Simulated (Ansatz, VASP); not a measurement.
**Two plane-wave programs on Cu3N**

```
CELL_PARAMETERS angstrom
3.81400 0.00000 0.00000
0.00000 3.81400 0.00000
0.00000 0.00000 3.81400
ATOMIC_POSITIONS crystal
Cu 0.50000 0.00000 0.00000
Cu 0.00000 0.50000 0.00000
Cu 0.00000 0.00000 0.50000
N 0.00000 0.00000 0.00000
```

Alike in both runs: task single point; functional RPBE; k mesh 8 × 8 × 8; occupations gaussian, width 0.05 eV; no spin polarisation.

|  | VASP | Ansatz |
| --- | --- | --- |
| version | VASP 6.6.1 | Ansatz 0.2.0 |
| potentials or method | VASP PAW PBE potentials, release 64 (Cu, N), cutoff 600 eV | scalar-relativistic, plane waves, PAW |
| valence electrons in the cell | 38 | 62 |

Ansatz gave:

```
gap on the k mesh at the Fermi level (eV) : 0.19
least direct gap on the mesh (eV)         : 0.72
pressure (GPa)                            : 5.1
```

Task: Which values does VASP return?

Result: gap on the k mesh at the Fermi level (eV): 0.21; least direct gap on the mesh (eV): 0.75; pressure (GPa): 5.6.

VASP's potentials were made for PBE, not for RPBE. The functional is the same, so the differences come from potentials, cutoffs and numerics. VASP's potentials hold 38 valence electrons a cell and Ansatz's 62, so a difference there can come from the potentials and not from the codes.
